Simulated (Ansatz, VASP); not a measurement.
**HfC: VASP beside Ansatz**

```
Hf C
1.0
     3.32993    0.00000    0.00000
    -1.66497    2.88381    0.00000
     0.00000    0.00000    5.22749
Hf C
2 2
Direct
  0.33333 0.66667 0.25000
  0.66667 0.33333 0.75000
  0.00000 0.00000 0.00000
  0.00000 0.00000 0.50000
```

Alike in both runs: task single point; functional LDA; k mesh 12 × 12 × 8; occupations gaussian, width 0.05 eV; no spin polarisation.

|  | VASP | Ansatz |
| --- | --- | --- |
| version | VASP 6.6.1 | Ansatz 0.2.0 |
| potentials or method | VASP PAW LDA potentials, release 64 (Hf_pv, C), cutoff 520 eV | scalar-relativistic, plane waves, PAW |
| valence electrons in the cell | 28 | 60 |

|  | VASP | Ansatz | Ansatz less VASP |
| --- | --- | --- | --- |
| gap on the k mesh at the Fermi level (eV) | none | none | - |
| pressure (GPa) | -11.7 | -12.0 | -0.24 |
| traceless stress, the component that is largest in VASP (GPa) | -0.37 | -0.36 | +0.010 |

LDA's correlation is that of Perdew and Zunger in VASP and of Perdew and Wang (1992) in Ansatz. A gap of «none» marks a metal or a gap that the smearing closes. VASP's potentials hold 28 valence electrons a cell and Ansatz's 60, so a difference there can come from the potentials and not from the codes.

Spin-orbit coupling is off throughout.
